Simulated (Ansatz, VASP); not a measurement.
**Two plane-wave programs on CdBi2As4**

```
CELL_PARAMETERS angstrom
0.00000 5.80954 0.00000
5.80954 0.00000 0.00000
2.90477 2.90477 -5.80533
ATOMIC_POSITIONS crystal
Cd 0.00000 0.00000 0.00000
Bi 0.50000 0.50000 0.00000
Bi 0.75000 0.25000 0.50000
As 0.31191 0.47353 0.69963
As 0.52647 0.01154 0.30037
As 0.98846 0.82684 0.69963
As 0.17316 0.68809 0.30037
```

Alike in both runs: functional PBE; k mesh 5 × 5 × 5; occupations methfessel-paxton of order 1, width 0.0216 eV; no spin polarisation.

Ansatz relaxed the structure, and its values are those at the end. VASP's run is a single point on that final structure, the one shown.

```csv
,VASP,Ansatz
version,VASP 6.6.1,Ansatz 0.2.0
potentials or method,"VASP PAW PBE potentials, release 64 (Cd, Bi_d, As), cutoff 520 eV",PAW plane waves
valence electrons in the cell,62,110
```

VASP gave:

| Property | Result |
| --- | --- |
| pressure (GPa) | -0.5 |
| rms of the force components (eV/Å) | 0.009 |

Question: Estimate Ansatz's values.

Answer: Pressure (GPa): -0.5; rms of the force components (eV/Å): 0.002.

VASP's potentials hold 62 valence electrons a cell and Ansatz's 110, so a difference there can come from the potentials and not from the codes. Ansatz's warnings: stress scf threshold loose.

Spin-orbit coupling is off throughout.
